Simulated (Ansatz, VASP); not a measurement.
Cd in VASP and in Ansatz

```
CELL_PARAMETERS angstrom
2.94375 0.00000 0.00000
-1.47188 2.54936 0.00000
0.00000 0.00000 5.61261
ATOMIC_POSITIONS crystal
Cd 0.33333 0.66667 0.25000
Cd 0.66667 0.33333 0.75000
```

Alike in both runs: task single point; functional PBEsol; k mesh 6 × 6 × 4; occupations gaussian, width 0.1 eV; no spin polarisation.

```csv
,VASP,Ansatz
version,VASP 6.6.1,Ansatz 0.2.0
potentials or method,"VASP PAW PBE potentials, release 64 (Cd), cutoff 500 eV","scalar-relativistic, plane waves, PAW"
valence electrons in the cell,24,40
```

VASP gave:

```
gap on the k mesh at the Fermi level (eV)                     : none
pressure (GPa)                                                : 1.5
traceless stress, the component that is largest in VASP (GPa) : -0.84
```

Question: Estimate Ansatz's values.

Answer: gap on the k mesh at the Fermi level (eV): none; pressure (GPa): 1.1; traceless stress, the component that is largest in VASP (GPa): -0.70.

VASP's potentials were made for PBE, not for PBEsol, and Ansatz warns of the same on its side. A gap of «none» marks a metal or a gap that the smearing closes. VASP's potentials hold 24 valence electrons a cell and Ansatz's 40, so a difference there can come from the potentials and not from the codes.

The k mesh is coarse, so the values compare programs but aren't converged.
